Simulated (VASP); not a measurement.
# SnSe (Fm-3m) in VASP: further runs, part 2 of 2

VASP 6.6.1. The steps go on from the part before.

**5. Single point, PBE+D4**

This run uses another cell than the first one, of 26.73 Å³/atom, 1.021 times its volume.

INCAR

```
SYSTEM = SnSe
PREC = Accurate
ENCUT = 520
EDIFF = 1E-7
ISMEAR = -1
SIGMA = 0.05
LREAL = .False.
LASPH = .True.
NELM = 80
ALGO = Normal
ISIF = 2
LWAVE = .False.
LCHARG = .True.
GGA = PE
IVDW = 13
LELF = .True.
LVHAR = .True.
NBANDS = 17
```

KPOINTS

```
regular mesh
0
Gamma
  8 8 8
  0 0 0
```

POSCAR

```
SnSe
1.0
    0.0000000000      2.9897980490      2.9897980490
    2.9897980490      0.0000000000      2.9897980490
    2.9897980490      2.9897980490      0.0000000000
Sn Se
1 1
Direct
    0.0000000000      0.0000000000      0.0000000000
    0.5000000000      0.5000000000      0.5000000000
```

Potentials or basis: VASP PAW PBE potentials, release 64 (Sn_d, Se).

On the command line:

```console
> cat potpaw_PBE.64/Sn_d/POTCAR potpaw_PBE.64/Se/POTCAR > POTCAR
> mpirun -np 1 vasp_std > vasp.out
```

OUTCAR:

```text
SYSTEM = SnSe
   PREC = Accurate
   ENCUT = 520
   EDIFF = 1E-7
   ISMEAR = -1
   LREAL = .False.
   LASPH = .True.
   NELM = 80
   ISIF = 2
   GGA = PE
   IVDW = 13

 ion  position               nearest neighbor table
   1  0.000  0.000  0.000-   2 2.99   2 2.99   2 2.99   2 2.99   2 2.99   2 2.99
   2  0.500  0.500  0.500-   1 2.99   1 2.99   1 2.99   1 2.99   1 2.99   1 2.99

  LATTYP: Found a face centered cubic cell.
 ALAT       =     5.9795960980

  Lattice vectors:

 A1 = (   0.0000000000,   2.9897980490,   2.9897980490)
 A2 = (   2.9897980490,   0.0000000000,   2.9897980490)
 A3 = (   2.9897980490,   2.9897980490,   0.0000000000)

Analysis of symmetry for initial positions (statically):
=====================================================================
 Subroutine PRICEL returns:
 Original cell was already a primitive cell.

 Routine SETGRP: Setting up the symmetry group for a
 face centered cubic supercell.

 Subroutine GETGRP returns: Found 48 space group operations
[... 9 lines left out ...]

 Routine SETGRP: Setting up the symmetry group for a
 face centered cubic supercell.

 Subroutine GETGRP returns: Found 48 space group operations
[... 11 lines left out ...]
                                     Primitive cell

  volume of cell :      53.4510

  direct lattice vectors                    reciprocal lattice vectors
     0.000000000  2.989798049  2.989798049    -0.167235376  0.167235376  0.167235376
     2.989798049  0.000000000  2.989798049     0.167235376 -0.167235376  0.167235376
     2.989798049  2.989798049  0.000000000     0.167235376  0.167235376 -0.167235376

  length of vectors
     4.228212950  4.228212950  4.228212950     0.289660168  0.289660168  0.289660168

  position of ions in fractional coordinates (direct lattice)
     0.000000000  0.000000000  0.000000000
     0.500000000  0.500000000  0.500000000

  ion indices of the primitive-cell ions
   primitive index   ion index
                 1           1
                 2           2

----------------------------------------------------------------------------------------

[... 87 lines left out ...]
   IMIX   =      4    mixing-type and parameters
     AMIX     =   0.40;   BMIX     =  1.00
     AMIX_MAG =   1.60;   BMIX_MAG =  1.00
  volume/ion in A,a.u.               =      26.73       180.35
  Fermi-wavevector in a.u.,A,eV,Ry     =   1.179686  2.229283 18.934661  1.391658
  Thomas-Fermi vector in A             =   2.315992
   LORBIT       =      0    0 simple, 1 ext, 2 COOP (PROOUT), +10 PAW based schemes
   GGA     = PE    functional components
   LHFCALC =     F    Hartree Fock is set to
   AEXX    =    0.0000 exact exchange contribution
   IVDW    =    13    specifies the selected vdW correction
   LEPSILON=     F    determine dielectric tensor
   LRPA    =     F    only Hartree local field effects (RPA)
 non-spin polarized calculation
  energy-cutoff  :      520.00
  volume of cell :       53.45
 maximum number of plane-waves:      1459
   NGX = 15   NGY = 15   NGZ = 15

 number of electron      20.0000008 magnetization

 Free energy of the ion-electron system (eV)
  ---------------------------------------------------
  ext. energy  EPLUGINS =         0.00000000
  ---------------------------------------------------
  free energy    TOTEN  =        -8.20868860 eV

  energy without entropy =       -8.20865233  energy(sigma->0) =       -8.20867047

 E-fermi :   6.1002     XC(G=0):  -9.6919

 val. band max:        5.7960455646   @ k =   0.5000   0.0000   0.0000
 cond. band min:       6.4683802421   @ k =   0.5000   0.0000   0.0000
 fundamental gap:      0.6723346776
 Fermi energy:         6.1001557535

 k-point     1 :       0.0000    0.0000    0.0000
  band No.  band energies     occupation
      1     -15.7881      2.00000
      2     -15.7881      2.00000
      3     -15.7881      2.00000
      4     -15.7867      2.00000
      5     -15.7867      2.00000
      6      -8.1924      2.00000
[... 457 lines left out ...]
      4     -15.7784      2.00000
      5     -15.7728      2.00000
      6      -7.0609      2.00000
[... 9 lines left out ...]
     16      16.6709      0.00000
     17      16.7364      0.00000

 [... further k-points ...]

------------------------ aborting loop because EDIFF is reached ----------------------------------------

  DFT-D4 for vdW energy calculation

  Edisp (eV):   -0.79093

  FORCE on cell =-STRESS in cart. coord.  units (eV):
  Direction    XX          YY          ZZ          XY          YZ          ZX
  --------------------------------------------------------------------------------------
  -------------------------------------------------------------------------------------
  Total      -0.08138    -0.08138    -0.08138    -0.00000    -0.00000     0.00000
  in kB      -2.43945    -2.43945    -2.43945    -0.00000    -0.00000     0.00000
  external pressure =       -2.44 kB  Pullay stress =        0.00 kB

 VOLUME and BASIS-vectors are now :
 -----------------------------------------------------------------------------
  energy-cutoff  :      520.00
  volume of cell :       53.45
      direct lattice vectors                 reciprocal lattice vectors
     0.000000000  2.989798049  2.989798049    -0.167235376  0.167235376  0.167235376
     2.989798049  0.000000000  2.989798049     0.167235376 -0.167235376  0.167235376
     2.989798049  2.989798049  0.000000000     0.167235376  0.167235376 -0.167235376

 POSITION                                       TOTAL-FORCE (eV/Angst)
 -----------------------------------------------------------------------------------
      0.00000      0.00000      0.00000        -0.000000     -0.000000      0.000000
      2.98980      2.98980      2.98980         0.000000      0.000000     -0.000000
 -----------------------------------------------------------------------------------
    total drift:                                0.000000     -0.000000     -0.000000

  FREE ENERGIE OF THE ION-ELECTRON SYSTEM (eV)
  ---------------------------------------------------
  free  energy   TOTEN  =        -8.9996174913 eV

  energy  without entropy=       -8.9995812197  energy(sigma->0) =       -8.99959936
```

Run time: 17 s. Hardware: 1 thread of Intel Xeon Platinum 8488C (Sapphire Rapids), shared host; peak memory 0.18 GiB.

Results:

| Property | Result |
| --- | --- |
| Free energy | -8.9996 eV |
| Pressure | -0.2 GPa |
| Band gap on the k mesh | 0.67 eV, direct |
| Dispersion energy per atom | -0.395 eV |

Levels at points of the mesh, in eV from the valence-band top:
```tsv
k point	band 7	band 8	band 9	band 10	band 11	band 12	band 13	band 14
(0.00, 0.00, 0.00)	-4.98	-2.23	-2.23	-2.23	4.41	4.41	4.41	5.86
(0.50, 0.00, 0.00)	-8.13	-1.98	-1.98	0.00	0.67	1.26	1.26	8.32
(0.50, 0.50, 0.00)	-5.99	-5.59	-3.71	-3.71	2.98	5.48	5.48	6.12
```

Caveat: spin-orbit coupling is left out, which moves the levels of the heavy elements.

**6. Single point, PBE+D4**

This run uses another cell than the first one, of 27.27 Å³/atom, 1.042 times its volume.

INCAR

```
SYSTEM = SnSe
  PREC = Accurate
  ENCUT = 520
  EDIFF = 1E-6
  ISMEAR = -1
  SIGMA = 0.05
  LREAL = .FALSE.
  LASPH = .TRUE.
  NELM = 60
  ALGO = Normal
  ISIF = 2
  LWAVE = .FALSE.
  LCHARG = .FALSE.
  GGA = PE
  IVDW = 13
  NBANDS = 17
```

KPOINTS

```
Automatic mesh
0
G
  8 8 8
  0 0 0
```

POSCAR

```
SnSe
1.0
    0.0000000000      3.0100000000      3.0100000000
    3.0100000000      0.0000000000      3.0100000000
    3.0100000000      3.0100000000      0.0000000000
Sn Se
1 1
Direct
    0.0000000000      0.0000000000      0.0000000000
    0.5000000000      0.5000000000      0.5000000000
```

Potentials or basis: VASP PAW PBE potentials, release 64 (Sn_d, Se).

On the command line:

```console
> cat potpaw_PBE.64/Sn_d/POTCAR potpaw_PBE.64/Se/POTCAR > POTCAR
> mpirun -np 1 vasp_std > vasp.out
```

OUTCAR:

```text
SYSTEM = SnSe
   PREC = Accurate
   ENCUT = 520
   EDIFF = 1E-6
   ISMEAR = -1
   LREAL = .FALSE.
   LASPH = .TRUE.
   NELM = 60
   ISIF = 2
   GGA = PE
   IVDW = 13

 ion  position               nearest neighbor table
   1  0.000  0.000  0.000-   2 3.01   2 3.01   2 3.01   2 3.01   2 3.01   2 3.01
   2  0.500  0.500  0.500-   1 3.01   1 3.01   1 3.01   1 3.01   1 3.01   1 3.01

  LATTYP: Found a face centered cubic cell.
 ALAT       =     6.0200000000

  Lattice vectors:

 A1 = (   0.0000000000,   3.0100000000,   3.0100000000)
 A2 = (   3.0100000000,   0.0000000000,   3.0100000000)
 A3 = (   3.0100000000,   3.0100000000,   0.0000000000)

[... 665 lines left out ...]

  Edisp (eV):   -0.77592

  FORCE on cell =-STRESS in cart. coord.  units (eV):
  Direction    XX          YY          ZZ          XY          YZ          ZX
  --------------------------------------------------------------------------------------
  -------------------------------------------------------------------------------------
  Total      -0.40594    -0.40594    -0.40594    -0.00000    -0.00000     0.00000
  in kB     -11.92464   -11.92464   -11.92464    -0.00000    -0.00000     0.00000
  external pressure =      -11.92 kB  Pullay stress =        0.00 kB

 VOLUME and BASIS-vectors are now :
 -----------------------------------------------------------------------------
  energy-cutoff  :      520.00
  volume of cell :       54.54
      direct lattice vectors                 reciprocal lattice vectors
     0.000000000  3.010000000  3.010000000    -0.166112957  0.166112957  0.166112957
     3.010000000  0.000000000  3.010000000     0.166112957 -0.166112957  0.166112957
     3.010000000  3.010000000  0.000000000     0.166112957  0.166112957 -0.166112957

 POSITION                                       TOTAL-FORCE (eV/Angst)
 -----------------------------------------------------------------------------------
      0.00000      0.00000      0.00000        -0.000000      0.000000      0.000000
      3.01000      3.01000      3.01000         0.000000      0.000000     -0.000000
 -----------------------------------------------------------------------------------
    total drift:                                0.000000     -0.000000     -0.000000

  FREE ENERGIE OF THE ION-ELECTRON SYSTEM (eV)
  ---------------------------------------------------
  free  energy   TOTEN  =        -8.9948755433 eV

  energy  without entropy=       -8.9948259651  energy(sigma->0) =       -8.99485075
```

OSZICAR:

```text
N       E                     dE             d eps       ncg     rms          rms(c)
DAV:   1     0.130777499752E+03    0.13078E+03   -0.99267E+03  1003   0.144E+03
DAV:   2     0.402482211685E+01   -0.12675E+03   -0.12290E+03  1042   0.340E+02
DAV:   3    -0.810771553130E+01   -0.12133E+02   -0.12043E+02  1228   0.922E+01
DAV:   4    -0.839406265895E+01   -0.28635E+00   -0.28613E+00  1156   0.151E+01
DAV:   5    -0.840228053007E+01   -0.82179E-02   -0.82176E-02  1420   0.254E+00    0.307E+00
DAV:   6    -0.821790631625E+01    0.18437E+00   -0.45407E-01  1406   0.387E+00    0.183E+00
DAV:   7    -0.821689621695E+01    0.10101E-02   -0.84143E-02  1136   0.128E+00    0.910E-01
DAV:   8    -0.821908337440E+01   -0.21872E-02   -0.90203E-03  1191   0.830E-01    0.116E-01
DAV:   9    -0.821887646074E+01    0.20691E-03   -0.15149E-03  1410   0.312E-01    0.520E-02
DAV:  10    -0.821894636027E+01   -0.69900E-04   -0.18128E-04  1143   0.755E-02    0.119E-02
DAV:  11    -0.821895217362E+01   -0.58134E-05   -0.18063E-05  1261   0.364E-02    0.274E-03
DAV:  12    -0.821895250059E+01   -0.32697E-06   -0.12917E-06  1044   0.119E-02
   1 F= -.89948755E+01 E0= -.89948508E+01  d E =-.495783E-04
```

It took 16 s on 1 thread of Intel Xeon Platinum 8488C (Sapphire Rapids), shared host; peak memory 0.18 GiB.

What came out:

| Property | Result |
| --- | --- |
| Free energy | -8.9949 eV |
| Pressure | -1.2 GPa |
| Band gap on the k mesh | 0.58 eV, direct |
| Dispersion energy per atom | -0.388 eV |

Caveat: spin-orbit coupling is left out, which moves the levels of the heavy elements.

**7. Summary**

```csv
level,cell,gap on the mesh (eV),pressure (GPa)
PBE+D4,"a = 4.199 Å, angles 60.0°, 2 atoms",0.73,0.9
revPBE,"a = 4.199 Å, angles 60.0°, 2 atoms",0.72,4.5
BLYP+D3(BJ),"a = 4.199 Å, angles 60.0°, 2 atoms",0.57,2.3
PBE+D4,"a = 4.228 Å, angles 60.0°, 2 atoms",0.67,-0.2
PBE+D4,"a = 4.257 Å, angles 60.0°, 2 atoms",0.58,-1.2
```

Alike in all rows: task single point; potentials or basis VASP PAW PBE potentials, release 64 (Sn_d, Se); no spin polarisation; k mesh 8 × 8 × 8; cutoff (eV) 520; smearing fermi-dirac 0.05 eV.

On the cell as given the gap runs from 0.57 eV (BLYP+D3(BJ)) to 0.73 eV (PBE+D4). The pressure there spans 0.9 GPa (PBE+D4) to 4.5 GPa (revPBE); a positive pressure means that this level wants a larger cell, a negative one a smaller.

Caveats: spin-orbit coupling is left out, which moves the levels of the heavy elements; the PAW data sets were made with another functional, which shifts forces and pressure a little (some runs).

Total energies depend on the potentials used, so only differences within one code and one set of settings carry meaning.
